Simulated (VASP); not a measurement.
HfO2, 3 atoms in the cell. It takes space group I4/mmm (No. 139, tetragonal). The conventional cell has a = 3.605 Å, b = 3.605 Å, c = 5.234 Å, α = 90.00°, β = 90.00°, γ = 90.00°. Within 2.9 Å of Hf (site symmetry 4/mmm) lie 8 O at 2.23 Å. O (site symmetry -4m2) has 4 Hf at 2.23 Å and 6 O at 2.55 to 2.62 Å within 2.9 Å.  This cell differs from its parent crystal: normal strain along x +0.0000, normal strain along y +0.0267.

| Property | Result |
| --- | --- |
| Program | VASP 6.6.1 |
| Task | single point |
| Functional | PBE |
| Potentials or basis | VASP PAW PBE potentials, release 64 (Hf_pv, O) |
| Cutoff | 520 eV |
| k mesh | 8 × 8 × 8 |
| Occupations | gaussian, width 0.05 eV |
| Spin | no spin polarisation |
| Dipole correction | no |
| Further INCAR settings | ALGO = Normal; EDIFF = 1e-06; NBANDS = 18 |

Potentials or basis: VASP PAW PBE potentials, release 64 (Hf_pv, O).

Command:

```bash
$ cat potpaw_PBE.64/Hf_pv/POTCAR potpaw_PBE.64/O/POTCAR > POTCAR
$ mpirun -np 1 vasp_std > vasp.out
```

Hardware: 1 thread of Intel(R) Xeon(R) Platinum 8259CL CPU @ 2.50GHz (Skylake/Cascade Lake), on a shared host.

Problem. Estimate the wall time of this run.

Solution. It took 34 s on 1 thread of Intel(R) Xeon(R) Platinum 8259CL CPU @ 2.50GHz (Skylake/Cascade Lake) (shared host), peak memory 0.18 GiB. Counts: scf iterations 13, k points 59.
